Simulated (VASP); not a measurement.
Input of a VASP 6.6.1 run:

INCAR

```
PREC     = Accurate       # precision mode
ENCUT    = 600            # plane-wave cutoff, eV
EDIFF    = 1E-6           # SCF threshold, eV
ISMEAR   = -1             # smearing method
SIGMA    = 0.05           # smearing width, eV
LREAL    = F              # projectors in reciprocal space
LASPH    = T              # aspherical terms in the spheres
NELM     = 80             # most SCF steps
ALGO     = Normal         # electronic algorithm
ISIF     = 3              # what is computed and relaxed
LWAVE    = F              # write WAVECAR
LCHARG   = F              # write CHGCAR
GGA      = PE             # functional
IBRION   = 2              # ionic algorithm
NSW      = 60             # ionic steps
EDIFFG   = -0.005         # ionic threshold
PSTRESS  = 2500.0
```

KPOINTS

```
regular mesh
0
Gamma
  15 15 15
```

File POSCAR:

```
Ru
1.0
    0.0000000000      2.2176008300      2.2176008300
    2.2176008300      0.0000000000      2.2176008300
    2.2176008300      2.2176008300      0.0000000000
Ru
2
Direct
   -0.1250000000     -0.1250000000     -0.1250000000
    0.1250000000      0.1250000000      0.1250000000
```

Potentials or basis: VASP PAW PBE potentials, release 64 (Ru_pv).

Launch:

```bash
$ cat potpaw_PBE.64/Ru_pv/POTCAR > POTCAR
$ mpirun -np 1 vasp_std > vasp.out
```

Task: Predict the space group after relaxing (to 0.1 Å).

Result: Fd-3m (No. 227).

Task: Predict the relaxed cell.

Result: a = 3.277 Å, b = 3.277 Å, c = 3.277 Å, α = 60.00°, β = 60.00°, γ = 60.00°.

The path:
| step | energy change (eV) | largest force (eV/Å) | pressure (GPa) | volume (Å³) |
| --- | --- | --- | --- | --- |
| 1 | 0.0000 | 0.0000 | 416.16 | 21.81 |
| 2 | -8.8455 | 0.0000 | -21.75 | 80.54 |
| 3 | -10.7083 | 0.0000 | 127.60 | 28.77 |
| 4 | -6.7216 | 0.0000 | 238.36 | 25.18 |
| 5 | -6.2838 | 0.0000 | 250.05 | 24.89 |

Caveat: the cell is relaxed towards a set pressure, so the run minimises the enthalpy, not the energy; atoms lie so close that the PAW spheres overlap strongly, which falsifies energies and pressures.
